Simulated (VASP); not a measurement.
# C (Fd-3m) in VASP: notebook, part 2 of 2

VASP 6.6.1.

**3. Single point, PBEsol**

Contents of INCAR:

```
ALGO     = Normal         # electronic algorithm
EDIFF    = 1E-6           # SCF threshold, eV
ENCUT    = 600            # plane-wave cutoff, eV
GGA      = PS             # functional
GGA_COMPAT= F            
ISIF     = 2              # what is computed and relaxed
ISMEAR   = 0              # smearing method
LASPH    = T              # aspherical terms in the spheres
LCHARG   = T              # write CHGCAR
LELF     = T              # ELF
LREAL    = F              # projectors in reciprocal space
LVHAR    = T            
LWAVE    = F              # write WAVECAR
NBANDS   = 11             # bands
NELM     = 120            # most SCF steps
PREC     = Accurate       # precision mode
SIGMA    = 0.02           # smearing width, eV
```

Contents of KPOINTS:

```
k-points
0
Gamma
  12 12 12
```

Contents of POSCAR:

```
C
1.0
    0.0000000000      1.7769041312      1.7769041312
    1.7769041312      0.0000000000      1.7769041312
    1.7769041312      1.7769041312      0.0000000000
C
2
Direct
    0.0000000000      0.0000000000      0.0000000000
    0.2500000000      0.2500000000      0.2500000000
```

Potentials or basis: VASP PAW PBE potentials, release 64 (C).

Launch:

```console
cat potpaw_PBE.64/C/POTCAR > POTCAR
mpirun -np 1 vasp_std > vasp.out
```

OUTCAR:

```text
EDIFF = 1E-6
   ENCUT = 600
   GGA = PS
   ISIF = 2
   ISMEAR = 0
   LASPH = T
   LREAL = F
   NELM = 120
   PREC = Accurate

 ion  position               nearest neighbor table
   1  0.000  0.000  0.000-   2 1.54   2 1.54   2 1.54   2 1.54
   2  0.250  0.250  0.250-   1 1.54   1 1.54   1 1.54   1 1.54

  LATTYP: Found a face centered cubic cell.
 ALAT       =     3.5538082624

  Lattice vectors:

 A1 = (   0.0000000000,   1.7769041312,   1.7769041312)
 A2 = (   1.7769041312,   0.0000000000,   1.7769041312)
 A3 = (   1.7769041312,   1.7769041312,   0.0000000000)

Analysis of symmetry for initial positions (statically):
=====================================================================
 Subroutine PRICEL returns:
 Original cell was already a primitive cell.

 Routine SETGRP: Setting up the symmetry group for a
 face centered cubic supercell.

 Subroutine GETGRP returns: Found 48 space group operations
 (whereof 24 operations were pure point group operations)
 out of a pool of 48 trial point group operations.

The static configuration has the point symmetry T_d .
 The point group associated with its full space group is O_h .

Analysis of symmetry for dynamics (positions and initial velocities):
=====================================================================
 Subroutine PRICEL returns:
 Original cell was already a primitive cell.

 Routine SETGRP: Setting up the symmetry group for a
 face centered cubic supercell.

 Subroutine GETGRP returns: Found 48 space group operations
 (whereof 24 operations were pure point group operations)
 out of a pool of 48 trial point group operations.

The dynamic configuration has the point symmetry T_d .
 The point group associated with its full space group is O_h .

 Subroutine INISYM returns: Found 48 space group operations
 (whereof 24 operations are pure point group operations),
 and found     1 'primitive' translations

[... 115 lines left out ...]
  volume/ion in A,a.u.               =       5.61        37.86
  Fermi-wavevector in a.u.,A,eV,Ry     =   1.462505  2.763735 29.101804  2.138922
  Thomas-Fermi vector in A             =   2.578711
   LORBIT       =      0    0 simple, 1 ext, 2 COOP (PROOUT), +10 PAW based schemes
   GGA     = PS    functional components
   LHFCALC =     F    Hartree Fock is set to
   AEXX    =    0.0000 exact exchange contribution
   IVDW    =     0    specifies the selected vdW correction
   LEPSILON=     F    determine dielectric tensor
   LRPA    =     F    only Hartree local field effects (RPA)
 non-spin polarized calculation
 Gauss-broadening in eV      SIGMA  =   0.02
  energy-cutoff  :      600.00
  volume of cell :       11.22
 maximum number of plane-waves:       388
   NGX =  9   NGY =  9   NGZ =  9

 number of electron       7.9999999 magnetization

 Free energy of the ion-electron system (eV)
  ---------------------------------------------------
  ext. energy  EPLUGINS =         0.00000000
  ---------------------------------------------------
  free energy    TOTEN  =       -19.25424669 eV

  energy without entropy =      -19.25424669  energy(sigma->0) =      -19.25424669

 E-fermi :  10.0297     XC(G=0): -13.4866

 val. band max:        9.8662717095   @ k =   0.0000   0.0000   0.0000
 cond. band min:      13.9272684594   @ k =   0.3333   0.3333   0.0000
 fundamental gap:      4.0609967500
 Fermi energy:        10.0297211899

 k-point     1 :       0.0000    0.0000    0.0000
  band No.  band energies     occupation
      1     -11.8020      2.00000
      2       9.8663      2.00000
      3       9.8663      2.00000
      4       9.8663      2.00000
      5      15.4357      0.00000
      6      15.4357      0.00000
      7      15.4357      0.00000
      8      23.4835      0.00000
      9      28.9655      0.00000
     10      36.4561      0.00000
     11      36.4561      0.00000
[... 309 lines left out ...]
 k-point    24 :      -0.4167    0.1667    0.0000
  band No.  band energies     occupation
      1      -5.5104      2.00000
      2      -2.8463      2.00000
      3       4.3200      2.00000
      4       6.2210      2.00000
      5      17.3347      0.00000
      6      20.1085      0.00000
      7      21.1857      0.00000
      8      25.3310      0.00000
      9      29.2154      0.00000
     10      34.0045      0.00000
     11      34.4657      0.00000

 [... further k-points ...]
[... 5 lines left out ...]
  --------------------------------------------------------------------------------------
  -------------------------------------------------------------------------------------
  Total        0.0307571      0.0307571      0.0307571     -0.0000000      0.0000000      0.0000000
  in kB        4.3917157      4.3917157      4.3917157     -0.0000000      0.0000000      0.0000000
  external PRESSURE =       4.3917157 kB  Pullay stress =       0.0000000 kB

 VOLUME and BASIS-vectors are now :
 -----------------------------------------------------------------------------
  energy-cutoff  :      600.00
  volume of cell :       11.22
      direct lattice vectors                 reciprocal lattice vectors
     0.000000000  1.776904131  1.776904131    -0.281388282  0.281388282  0.281388282
     1.776904131  0.000000000  1.776904131     0.281388282 -0.281388282  0.281388282
     1.776904131  1.776904131  0.000000000     0.281388282  0.281388282 -0.281388282

 POSITION                                       TOTAL-FORCE (eV/Angst)
 -----------------------------------------------------------------------------------
      0.00000      0.00000      0.00000        -0.000000     -0.000000     -0.000000
      0.88845      0.88845      0.88845         0.000000      0.000000      0.000000
 -----------------------------------------------------------------------------------
    total drift:                                0.000000      0.000000      0.000000

  FREE ENERGIE OF THE ION-ELECTRON SYSTEM (eV)
  ---------------------------------------------------
  free  energy   TOTEN  =       -19.2542466860 eV

  energy  without entropy=      -19.2542466860  energy(sigma->0) =      -19.25424669
```

stdout:

```text
POSCAR found type information on POSCAR C
 POSCAR found :  1 types and       2 ions
 scaLAPACK will be used
 -----------------------------------------------------------------------------
|                                                                             |
|                                                                             |
|     You enforced a specific xc type in the INCAR file but a different       |
|     I HOPE YOU KNOW WHAT YOU ARE DOING!                                     |
|                                                                             |
 -----------------------------------------------------------------------------

 LDA part: xc-table for (Slater+PW92), standard interpolation
 POSCAR, INCAR and KPOINTS ok, starting setup
 FFT: planning ... GRIDC
 FFT: planning ... GRID_SOFT
 FFT: planning ... GRID
 WAVECAR not read
 entering main loop
```

Wall time 13 s (1 thread of Intel Xeon 8259CL, shared host); peak memory 0.12 GiB.

Results:

- Free energy: -19.2542 eV
- Pressure: 0.4 GPa
- Band gap on the k mesh: 4.06 eV, indirect (least direct gap 5.57 eV)

Levels at points of the mesh, in eV from the valence-band top:
```tsv
k point	band 1	band 2	band 3	band 4	band 5	band 6	band 7	band 8	band 9
(0.00, 0.00, 0.00)	-21.67	0.00	0.00	0.00	5.57	5.57	5.57	13.62	19.10
(0.50, 0.00, 0.00)	-15.77	-13.59	-2.84	-2.84	8.43	8.43	8.99	15.59	21.80
(0.50, 0.50, 0.00)	-12.85	-12.85	-6.40	-6.40	4.62	4.62	16.95	16.95	23.28
```

Caveat: the PAW data sets were made with another functional, which shifts forces and pressure a little. A k mesh can miss the band edges.
